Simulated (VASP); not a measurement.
# La (P6_3/mmc) in VASP: relaxation of cell and atoms with r2SCAN

Aim: the relaxation of cell and atoms of La with r2SCAN.

All numbers are computed with VASP 6.6.1; they aren't measurements. Logs are shortened: lines on timing, memory, paths and dates and some standing lists are left out, and cuts for length are marked.

## Step 1: The cell of the first run

It takes space group P6_3/mmc (No. 194, hexagonal). Conventional cell: a = 3.770 Å, b = 3.770 Å, c = 12.159 Å, α = 90.00°, β = 90.00°, γ = 120.00°. Within 4.9 Å of La (site symmetry -3m) lie 12 La at 3.74 to 3.77 Å. La (site symmetry -6m2) has 12 La at 3.74 to 3.77 Å within 4.9 Å.

## Step 2: Relaxation of cell and atoms, r2SCAN

POSCAR

```
La
1.0
    3.7700000000      0.0000000000      0.0000000000
   -1.8850000000      3.2649160000      0.0000000000
    0.0000000000      0.0000000000     12.1590000000
La
4
Direct
    0.0000000000      0.0000000000      0.0000000000
    0.0000000000      0.0000000000      0.5000000000
    0.3333333333      0.6666666667      0.7500000000
    0.6666666667      0.3333333333      0.2500000000
```

INCAR.step1

```
SYSTEM = La
  ALGO = Normal
  EDIFF = 1E-4
  ENCUT = 600
  GGA = PE
  ISMEAR = 1
  LASPH = .True.
  LCHARG = .False.
  LREAL = .False.
  LWAVE = .True.
  NELM = 60
  PREC = Accurate
  SIGMA = 0.02
```

INCAR.step2

```
SYSTEM = La
  ALGO = Normal
  EDIFF = 1E-7
  EDIFFG = -0.01
  ENCUT = 600
  IBRION = 2
  ISIF = 3
  ISMEAR = 1
  ISTART = 1
  LASPH = .True.
  LCHARG = .False.
  LMIXTAU = .True.
  LREAL = .False.
  LWAVE = .False.
  METAGGA = R2SCAN
  NELM = 60
  NSW = 60
  PREC = Accurate
  SIGMA = 0.02
```

KPOINTS

```
k-points
0
Gamma
  5 5 2
  0 0 0
```

Potentials or basis: VASP PAW PBE potentials, release 64 (La).

Command:

```sh
$ cat potpaw_PBE.64/La/POTCAR > POTCAR
$ cp INCAR.step1 INCAR
$ mpirun -np 1 vasp_std > vasp.out
$ cp INCAR.step2 INCAR
$ mpirun -np 1 vasp_std > vasp.out
```

OUTCAR:

```text
SYSTEM = La
   EDIFF = 1E-7
   EDIFFG = -0.01
   ENCUT = 600
   IBRION = 2
   ISIF = 3
   ISMEAR = 1
   ISTART = 1
   LASPH = .True.
   LREAL = .False.
   METAGGA = R2SCAN
   NELM = 60
   NSW = 60
   PREC = Accurate

 ion  position               nearest neighbor table
   1  0.000  0.000  0.000-
   2  0.000  0.000  0.500-
   3  0.333  0.667  0.750-
   4  0.667  0.333  0.250-

  LATTYP: Found a hexagonal cell.
 ALAT       =     3.7700000000
 C/A-ratio  =     3.2251989390

  Lattice vectors:

 A1 = (   3.7700000000,   0.0000000000,   0.0000000000)
 A2 = (  -1.8850000000,   3.2649160000,   0.0000000000)
 A3 = (   0.0000000000,   0.0000000000,  12.1590000000)

Analysis of symmetry for initial positions (statically):
=====================================================================
 Subroutine PRICEL returns:
 Original cell was already a primitive cell.

 Routine SETGRP: Setting up the symmetry group for a
 hexagonal supercell.

 Subroutine GETGRP returns: Found 24 space group operations
 (whereof 12 operations were pure point group operations)
 out of a pool of 24 trial point group operations.

The static configuration has the point symmetry D_3d.
 The point group associated with its full space group is D_6h.

Analysis of symmetry for dynamics (positions and initial velocities):
=====================================================================
 Subroutine PRICEL returns:
 Original cell was already a primitive cell.

 Routine SETGRP: Setting up the symmetry group for a
 hexagonal supercell.

 Subroutine GETGRP returns: Found 24 space group operations
 (whereof 12 operations were pure point group operations)
 out of a pool of 24 trial point group operations.

The dynamic configuration has the point symmetry D_3d.
 The point group associated with its full space group is D_6h.

 Subroutine INISYM returns: Found 24 space group operations
 (whereof 12 operations are pure point group operations),
 and found     1 'primitive' translations

----------------------------------------------------------------------------------------

                                     Primitive cell

  volume of cell :     149.6619

  direct lattice vectors                    reciprocal lattice vectors
     3.770000000  0.000000000  0.000000000     0.265251989  0.153143297  0.000000000
    -1.885000000  3.264916000  0.000000000     0.000000000  0.306286594  0.000000000
[... 75 lines left out ...]
   LREAL  =      F    real-space projection
   EDIFFG = -.1E-01   stopping-criterion for IOM
   NSW    =     60    number of steps for IOM
   IBRION =      2    ionic relax: 0-MD 1-quasi-New 2-CG
   NFREE  =      1    steps in history (QN), initial steepest desc. (CG)
   ISIF   =      3    stress and relaxation
   ISYM   =      2    0-nonsym 1-usesym 2-fastsym
   POTIM  = 0.5000    time-step for ionic-motion
   TEBEG  =    0.0;   TEEND  =   0.0 temperature during run
   PSTRESS=    0.0 pullay stress
   NELECT =      44.0000    total number of electrons
   NUPDOWN=      -1.0000    fix difference up-down
   EMIN   =  10.00;   EMAX   =-10.00  energy-range for DOS
   EFERMI =   0.00;   METHOD = LEGACY
   ISMEAR =     1;   SIGMA  =   0.02  broadening in eV -4-tet -1-fermi 0-gaus
   EFERMI_NEDOS =   21; number of points for ismear=-14 and -15
   IALGO  =     38    algorithm
   IMIX   =      4    mixing-type and parameters
     AMIX     =   0.40;   BMIX     =  1.00
     AMIX_MAG =   1.60;   BMIX_MAG =  1.00
  volume/ion in A,a.u.               =      37.42       252.49
  Fermi-wavevector in a.u.,A,eV,Ry     =   1.088567  2.057094 16.122617  1.184979
  Thomas-Fermi vector in A             =   2.224752
   LORBIT       =      0    0 simple, 1 ext, 2 COOP (PROOUT), +10 PAW based schemes
   METAGGA = R2SCAN    functional components
   LHFCALC =     F    Hartree Fock is set to
   AEXX    =    0.0000 exact exchange contribution
   IVDW    =     0    specifies the selected vdW correction
   LEPSILON=     F    determine dielectric tensor
   LRPA    =     F    only Hartree local field effects (RPA)
 conjugate gradient relaxation of ions
 non-spin polarized calculation
 Methfessel and Paxton  Order N= 1 SIGMA  =   0.02
  energy-cutoff  :      600.00
  volume of cell :      149.66
 maximum number of plane-waves:      5032
 NGX is ok and might be reduce to    30
   NGX = 15   NGY = 15   NGZ = 49

--------------------------------------- Ionic step        1  -------------------------------------------

 number of electron      43.9999997 magnetization

 Free energy of the ion-electron system (eV)
  ---------------------------------------------------
  ext. energy  EPLUGINS =         0.00000000
  ---------------------------------------------------
  free energy    TOTEN  =      -118.83978181 eV

  energy without entropy =     -118.83944741  energy(sigma->0) =     -118.83967034

------------------------ aborting loop because EDIFF is reached ----------------------------------------

  FORCE on cell =-STRESS in cart. coord.  units (eV):
  Direction    XX          YY          ZZ          XY          YZ          ZX
  --------------------------------------------------------------------------------------
  -------------------------------------------------------------------------------------
  Total        0.6295272      0.6295273     -1.0333256      0.0000000      0.0000000      0.0000000
  in kB        6.7392854      6.7392863    -11.0620742      0.0000000      0.0000000      0.0000000
  external PRESSURE =       0.8054992 kB  Pullay stress =       0.0000000 kB
[... 95 lines left out ...]
  FREE ENERGIE OF THE ION-ELECTRON SYSTEM (eV)
  ---------------------------------------------------
  free  energy   TOTEN  =      -118.8790258526 eV

  energy  without entropy=     -118.8769508642  energy(sigma->0) =     -118.87833419

[... ionic steps 4 to 11 ...]

--------------------------------------- Ionic step       12  -------------------------------------------

 number of electron      44.0000001 magnetization

------------------------ aborting loop because EDIFF is reached ----------------------------------------
[... 71 lines left out ...]
--------------------------------------- Ionic step       14  -------------------------------------------

 number of electron      44.0000002 magnetization

 Free energy of the ion-electron system (eV)
  ---------------------------------------------------
  ext. energy  EPLUGINS =         0.00000000
  ---------------------------------------------------
  free energy    TOTEN  =      -118.88208927 eV

  energy without entropy =     -118.88241921  energy(sigma->0) =     -118.88219925

 E-fermi :   8.0110     XC(G=0): -10.2578

 val. band max:        8.0034667364   @ k =   0.2000   0.2000   0.5000
 cond. band min:       8.0321041452   @ k =   0.4000   0.2000   0.0000
 fundamental gap:      0.0286374089
 Fermi energy:         8.0110247968

 k-point     1 :       0.0000    0.0000    0.0000
  band No.  band energies     occupation
      1     -26.0001      2.00000
      2     -25.8840      2.00000
      3     -25.8318      2.00000
      4     -25.7097      2.00000
      5     -10.0669      2.00000
      6      -9.3051      2.00000
[... 310 lines left out ...]
  FREE ENERGIE OF THE ION-ELECTRON SYSTEM (eV)
  ---------------------------------------------------
  free  energy   TOTEN  =      -118.8820892738 eV

  energy  without entropy=     -118.8824192146  energy(sigma->0) =     -118.88219925

 reached required accuracy - stopping structural energy minimisation
```

Run time: 32 min. Hardware: 1 thread of Intel Xeon 6975P-C (Granite Rapids), shared host; peak memory 0.42 GiB.

What came out:

```
Free energy                           : -118.8821 eV
Relaxed volume                        : 36.75 Å³/atom
Relaxed cell                          : a = 3.823 Å, b = 3.823 Å, c = 11.613 Å, α = 90.00°, β = 90.00°, γ = 120.00°
Space group after relaxing (to 0.1 Å) : P6_3/mmc (No. 194)
Energy gained by relaxing             : 10.6 meV/atom
Ionic steps                           : 14
Pressure after relaxing               : 0.0 GPa
Band gap on the k mesh                : zero (bands 22 and 23 overlap by 1.11 eV)
```

The path:
```csv
step,energy change (eV),largest force (eV/Å),pressure (GPa),volume (Å³)
1,0.0000,0.0000,0.08,149.66
2,-0.0154,0.0000,-0.07,150.05
3,-0.0392,0.0000,-0.18,150.60
4,0.0092,0.0000,-0.31,151.36
5,-0.0405,0.0000,-0.15,150.71
6,-0.0406,0.0000,-0.14,150.75
7,-0.0406,0.0000,-0.14,150.77
8,-0.0411,0.0000,-0.05,149.77
9,-0.0412,0.0000,-0.03,149.48
10,-0.0411,0.0000,-0.02,148.91
11,-0.0418,0.0000,-0.05,148.10
12,-0.0416,0.0000,0.19,146.32
13,-0.0423,0.0000,-0.02,147.49
14,-0.0423,0.0000,0.04,147.01
```

Final structure:
```
CELL_PARAMETERS angstrom
3.82329 0.00000 0.00000
-1.91165 3.31107 0.00000
0.00000 0.00000 11.61323
ATOMIC_POSITIONS crystal
La 0.00000 0.00000 0.00000
La 0.00000 0.00000 0.50000
La 0.33333 0.66667 0.75000
La 0.66667 0.33333 0.25000
```

Caveat: the k points lie up to 0.38 Å⁻¹ apart in the final cell, too coarse for converged energies and pressures of a metal; the PAW data sets were made with another functional, which shifts forces and pressure a little; spin-orbit coupling is left out, which moves the levels of the heavy elements.

The gap in the log of VASP goes by the Fermi energy; the results here count the filled bands.